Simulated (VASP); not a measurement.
Write the native input for VASP 6.6.1 that does the following.

```yaml
Task: electric field gradients
Functional: PBE
Potentials_or_basis: VASP PAW PBE potentials, release 64 (Tl_d, Br)
Cutoff: 400 eV
k_mesh: 8 × 8 × 8
Occupations: fermi-dirac, width 0.03 eV
Spin: no spin polarisation
Dipole_correction: no
Further_INCAR_settings: ALGO = Normal; EDIFF = 1e-08; NBANDS = 17
```

The structure of TlBr lies in POSCAR:

```
TlBr
1.0
    3.8896462607      0.0000000000      0.0000000000
    0.0000000000      3.8896462607      0.0000000000
    0.0000000000      0.0000000000      3.8896462607
Tl Br
1 1
Direct
    0.0000000000      0.0000000000      0.0000000000
    0.5000000000      0.5000000000      0.5000000000
```

One way to write it, as run:

INCAR

```
SYSTEM = TlBr
ALGO = Normal ; EDIFF = 1E-8
ENCUT = 400 ; GGA = PE
GGA_COMPAT = .FALSE. ; ISIF = 2
ISMEAR = -1 ; LASPH = .TRUE.
LCHARG = .FALSE. ; LEFG = .TRUE.
LREAL = .FALSE. ; LWAVE = .FALSE.
NBANDS = 17 ; NELM = 120
PREC = Accurate ; SIGMA = 0.03
```

KPOINTS

```
k-points
0
G
  8 8 8
  0 0 0
```

Potentials or basis: VASP PAW PBE potentials, release 64 (Tl_d, Br).

Launch:

```sh
$ cat potpaw_PBE.64/Tl_d/POTCAR potpaw_PBE.64/Br/POTCAR > POTCAR
$ mpirun -np 1 vasp_std > vasp.out
```

Results of the run:

| Property | Result |
| --- | --- |
| Pressure | 3.2 GPa |
| Band gap on the k mesh | 1.66 eV |
| Largest electric field gradient by atom | zero within the noise of the run |

Caveat: the cell stands under pressure; spin-orbit coupling is left out, which moves the levels of the heavy elements.

Wall time 47 s on 1 thread of AMD EPYC 7R13 (shared host), peak memory 0.14 GiB.
